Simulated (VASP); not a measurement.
# InP (F-43m) in VASP: a series of runs, part 2 of 2

VASP 6.6.1.

**3. Single point, PBE**

This run uses another cell than the first one, of 22.32 Å³/atom, 0.844 times its volume.

Contents of INCAR:

```
PREC = Accurate ; ENCUT = 520
EDIFF = 1E-6 ; ISMEAR = 0
SIGMA = 0.01 ; LREAL = F
LASPH = T ; NELM = 60
ALGO = Normal ; ISIF = 2
LWAVE = F ; LCHARG = T
GGA = PE ; LELF = T
LVHAR = T ; NBANDS = 16
```

Contents of KPOINTS:

```
Automatic mesh
0
Gamma
  10 10 10
```

Contents of POSCAR:

```
InP
1.0
    0.0000000000      2.8154282559      2.8154282559
    2.8154282559      0.0000000000      2.8154282559
    2.8154282559      2.8154282559      0.0000000000
In P
1 1
Direct
    0.0000000000      0.0000000000      0.0000000000
    0.7500000000      0.7500000000      0.7500000000
```

Potentials or basis: VASP PAW PBE potentials, release 64 (In_d, P).

On the command line:

```bash
cat potpaw_PBE.64/In_d/POTCAR potpaw_PBE.64/P/POTCAR > POTCAR
mpirun -np 1 vasp_std > vasp.out
```

OUTCAR:

```text
PREC = Accurate
   ENCUT = 520
   EDIFF = 1E-6
   ISMEAR = 0
   LREAL = F
   LASPH = T
   NELM = 60
   ISIF = 2
   GGA = PE

 ion  position               nearest neighbor table
   1  0.000  0.000  0.000-   2 2.44   2 2.44   2 2.44   2 2.44
   2  0.750  0.750  0.750-   1 2.44   1 2.44   1 2.44   1 2.44

  LATTYP: Found a face centered cubic cell.
 ALAT       =     5.6308565118

  Lattice vectors:

 A1 = (   0.0000000000,   2.8154282559,   2.8154282559)
 A2 = (   2.8154282559,   0.0000000000,   2.8154282559)
 A3 = (   2.8154282559,   2.8154282559,   0.0000000000)

Analysis of symmetry for initial positions (statically):
=====================================================================
 Subroutine PRICEL returns:
 Original cell was already a primitive cell.

 Routine SETGRP: Setting up the symmetry group for a
 face centered cubic supercell.

 Subroutine GETGRP returns: Found 24 space group operations
 (whereof 24 operations were pure point group operations)
 out of a pool of 48 trial point group operations.

[... 156 lines left out ...]
  ---------------------------------------------------
  ext. energy  EPLUGINS =         0.00000000
  ---------------------------------------------------
  free energy    TOTEN  =        -8.07842368 eV

  energy without entropy =       -8.07842368  energy(sigma->0) =       -8.07842368

 E-fermi :   6.7198     XC(G=0):  -9.8278

 val. band max:        6.6046588163   @ k =   0.0000   0.0000   0.0000
 cond. band min:       7.9602841170   @ k =   0.0000   0.0000   0.0000
 fundamental gap:      1.3556253007
 Fermi energy:         6.7197603719

 k-point     1 :       0.0000    0.0000    0.0000
  band No.  band energies     occupation
      1      -7.8912      2.00000
      2      -7.8912      2.00000
      3      -7.8912      2.00000
      4      -7.6682      2.00000
      5      -7.6682      2.00000
      6      -5.8122      2.00000
[... 433 lines left out ...]
      3      -7.7716      2.00000
      4      -7.7263      2.00000
      5      -7.6279      2.00000
      6      -3.7827      2.00000
[... 8 lines left out ...]
     15      17.3701      0.00000
     16      20.0979      0.00000

 [... further k-points ...]
[... 5 lines left out ...]
  --------------------------------------------------------------------------------------
  -------------------------------------------------------------------------------------
  Total        4.1430759      4.1430759      4.1430759      0.0000000      0.0000000      0.0000000
  in kB      148.7202398    148.7202398    148.7202398      0.0000000      0.0000000      0.0000000
  external PRESSURE =     148.7202398 kB  Pullay stress =       0.0000000 kB

 VOLUME and BASIS-vectors are now :
 -----------------------------------------------------------------------------
  energy-cutoff  :      520.00
  volume of cell :       44.63
      direct lattice vectors                 reciprocal lattice vectors
     0.000000000  2.815428256  2.815428256    -0.177592876  0.177592876  0.177592876
     2.815428256  0.000000000  2.815428256     0.177592876 -0.177592876  0.177592876
     2.815428256  2.815428256  0.000000000     0.177592876  0.177592876 -0.177592876

 POSITION                                       TOTAL-FORCE (eV/Angst)
 -----------------------------------------------------------------------------------
      0.00000      0.00000      0.00000         0.000000      0.000000      0.000000
      4.22314      4.22314      4.22314        -0.000000     -0.000000     -0.000000
 -----------------------------------------------------------------------------------
    total drift:                               -0.000000     -0.000000     -0.000000

  FREE ENERGIE OF THE ION-ELECTRON SYSTEM (eV)
  ---------------------------------------------------
  free  energy   TOTEN  =        -8.0784236759 eV

  energy  without entropy=       -8.0784236759  energy(sigma->0) =       -8.07842368
```

OSZICAR:

```text
N       E                     dE             d eps       ncg     rms          rms(c)
DAV:   1     0.112005086699E+03    0.11201E+03   -0.84756E+03  1520   0.130E+03
DAV:   2    -0.140245121335E+01   -0.11341E+03   -0.10878E+03  1720   0.302E+02
DAV:   3    -0.837388662683E+01   -0.69714E+01   -0.69424E+01  1936   0.738E+01
DAV:   4    -0.855673976947E+01   -0.18285E+00   -0.18280E+00  2000   0.123E+01
DAV:   5    -0.856400272364E+01   -0.72630E-02   -0.72628E-02  2192   0.211E+00    0.694E+00
DAV:   6    -0.812315602892E+01    0.44085E+00   -0.63122E-01  2432   0.148E+01    0.415E+00
DAV:   7    -0.807802341932E+01    0.45133E-01   -0.20579E-01  2216   0.418E+00    0.139E+00
DAV:   8    -0.807767693289E+01    0.34649E-03   -0.21304E-02  1920   0.181E+00    0.520E-01
DAV:   9    -0.807821015088E+01   -0.53322E-03   -0.14879E-03  1904   0.362E-01    0.227E-01
DAV:  10    -0.807835575246E+01   -0.14560E-03   -0.35504E-04  2152   0.344E-01    0.129E-01
DAV:  11    -0.807842428917E+01   -0.68537E-04   -0.15225E-04  1792   0.138E-01    0.527E-02
DAV:  12    -0.807842331251E+01    0.97666E-06   -0.11511E-05  1776   0.288E-02    0.140E-02
DAV:  13    -0.807842367593E+01   -0.36342E-06   -0.18953E-06  1792   0.750E-03
   1 F= -.80784237E+01 E0= -.80784237E+01  d E =-.491449E-62
```

stdout:

```text
POSCAR found type information on POSCAR InP
 POSCAR found :  2 types and       2 ions
 scaLAPACK will be used
 LDA part: xc-table for (Slater+PW92), standard interpolation
 POSCAR, INCAR and KPOINTS ok, starting setup
 FFT: planning ... GRIDC
 FFT: planning ... GRID_SOFT
 FFT: planning ... GRID
 WAVECAR not read
 entering main loop
```

Wall time 34 s (1 thread of Intel Xeon Platinum 8488C (Sapphire Rapids), shared host); peak memory 0.19 GiB.

What came out:

```
Free energy            : -8.0784 eV
Pressure               : 14.9 GPa
Band gap on the k mesh : 1.36 eV, direct
```

Levels at points of the mesh, in eV from the valence-band top:
```tsv
k point	band 5	band 6	band 7	band 8	band 9	band 10	band 11	band 12	band 13	band 14
(0.00, 0.00, 0.00)	-14.27	-12.42	0.00	0.00	0.00	1.36	4.06	4.06	4.06	9.16
(0.50, 0.00, 0.00)	-14.25	-10.25	-6.43	-1.17	-1.17	1.78	4.79	4.79	7.28	10.08
(0.50, 0.50, 0.00)	-14.22	-9.46	-6.32	-2.76	-2.76	1.53	2.21	10.01	10.39	10.39
```

Caveat: spin-orbit coupling is left out, which moves the levels of the heavy elements. A k mesh can miss the band edges.

**4. Single point, PBE**

This run uses another cell than the first one, of 23.82 Å³/atom, 0.900 times its volume.

Contents of INCAR:

```
SYSTEM = InP
PREC = Accurate ; ENCUT = 520
EDIFF = 1E-6 ; ISMEAR = 0
SIGMA = 0.01 ; LREAL = .FALSE.
LASPH = .TRUE. ; NELM = 100
ALGO = Normal ; ISIF = 2
LWAVE = .FALSE. ; LCHARG = .TRUE.
GGA = PE ; LELF = .TRUE.
LVHAR = .TRUE. ; NBANDS = 16
```

Contents of KPOINTS:

```
regular mesh
0
G
  10 10 10
  0 0 0
```

Contents of POSCAR:

```
InP
1.0
    0.0000000000      2.8771249757      2.8771249757
    2.8771249757      0.0000000000      2.8771249757
    2.8771249757      2.8771249757      0.0000000000
In P
1 1
Direct
    0.0000000000      0.0000000000      0.0000000000
    0.7500000000      0.7500000000      0.7500000000
```

On the command line:

```bash
cat potpaw_PBE.64/In_d/POTCAR potpaw_PBE.64/P/POTCAR > POTCAR
mpirun -np 1 vasp_std > vasp.out
```

Wall time 35 s (1 thread of Intel Xeon Platinum 8488C (Sapphire Rapids), shared host); peak memory 0.18 GiB.

The run converged. Its results:

```yaml
Free_energy: -8.2892 eV
Pressure: 7.9 GPa
Band_gap_on_the_k_mesh: 1.01 eV, direct
```

Levels at points of the mesh, in eV from the valence-band top:
| k point | band 6 | band 7 | band 8 | band 9 | band 10 | band 11 | band 12 | band 13 |
| --- | --- | --- | --- | --- | --- | --- | --- | --- |
| (0.00, 0.00, 0.00) | -11.91 | 0.00 | 0.00 | 0.00 | 1.01 | 4.08 | 4.08 | 4.08 |
| (0.50, 0.00, 0.00) | -10.00 | -6.04 | -1.06 | -1.06 | 1.63 | 4.81 | 4.81 | 7.20 |
| (0.50, 0.50, 0.00) | -9.28 | -6.00 | -2.51 | -2.51 | 1.66 | 2.25 | 9.57 | 9.96 |

Caveat: spin-orbit coupling is left out, which moves the levels of the heavy elements.

**5. Single point, PBE**

This run uses another cell than the first one, of 25.28 Å³/atom, 0.956 times its volume.

Contents of INCAR:

```
PREC = Accurate
ENCUT = 520
EDIFF = 1E-6
ISMEAR = 0
SIGMA = 0.01
LREAL = F
LASPH = T
NELM = 60
ALGO = Normal
ISIF = 2
LWAVE = F
LCHARG = F
GGA = PE
NBANDS = 16
```

Contents of KPOINTS:

```
regular mesh
0
Gamma
  10 10 10
```

Contents of POSCAR:

```
InP
1.0
    0.0000000000      2.9350676883      2.9350676883
    2.9350676883      0.0000000000      2.9350676883
    2.9350676883      2.9350676883      0.0000000000
In P
1 1
Direct
    0.0000000000      0.0000000000      0.0000000000
    0.7500000000      0.7500000000      0.7500000000
```

On the command line:

```bash
cat potpaw_PBE.64/In_d/POTCAR potpaw_PBE.64/P/POTCAR > POTCAR
mpirun -np 1 vasp_std > vasp.out
```

It took 24 s on 1 thread of Intel Xeon Platinum 8488C (Sapphire Rapids), shared host; peak memory 0.19 GiB.

The run converged. Its results:

```yaml
Free_energy: -8.3871 eV
Pressure: 2.9 GPa
Band_gap_on_the_k_mesh: 0.69 eV, direct
```

Levels at points of the mesh, in eV from the valence-band top:
| k point | band 7 | band 8 | band 9 | band 10 | band 11 | band 12 |
| --- | --- | --- | --- | --- | --- | --- |
| (0.00, 0.00, 0.00) | 0.00 | 0.00 | 0.00 | 0.69 | 4.09 | 4.09 |
| (0.50, 0.00, 0.00) | -5.70 | -0.96 | -0.96 | 1.49 | 4.81 | 4.81 |
| (0.50, 0.50, 0.00) | -5.73 | -2.30 | -2.30 | 1.77 | 2.27 | 9.18 |

Caveat: spin-orbit coupling is left out, which moves the levels of the heavy elements.

**6. The runs side by side**

```tsv
task	cell	cutoff (eV)	gap on the mesh (eV)	pressure (GPa)
relaxation of cell and atoms	relaxed to 20 GPa from a = 4.214 Å, angles 60.0°, 2 atoms	600	1.45	20.0
single point	a = 3.982 Å, angles 60.0°, 2 atoms	520	1.36	14.9
single point	a = 4.069 Å, angles 60.0°, 2 atoms	520	1.01	7.9
single point	a = 4.151 Å, angles 60.0°, 2 atoms	520	0.69	2.9
```

Alike in all rows: level PBE; potentials or basis VASP PAW PBE potentials, release 64 (In_d, P); no spin polarisation; k mesh 10 × 10 × 10; smearing gaussian 0.01 eV.

Caveats: spin-orbit coupling is left out, which moves the levels of the heavy elements; the cell is relaxed towards a set pressure, so the enthalpy falls and the energy may rise (some runs); the volume moved by over 15 % at a fixed basis, so the end points are rough (some runs).

Total energies depend on the potentials used, so only differences within one code and one set of settings carry meaning.
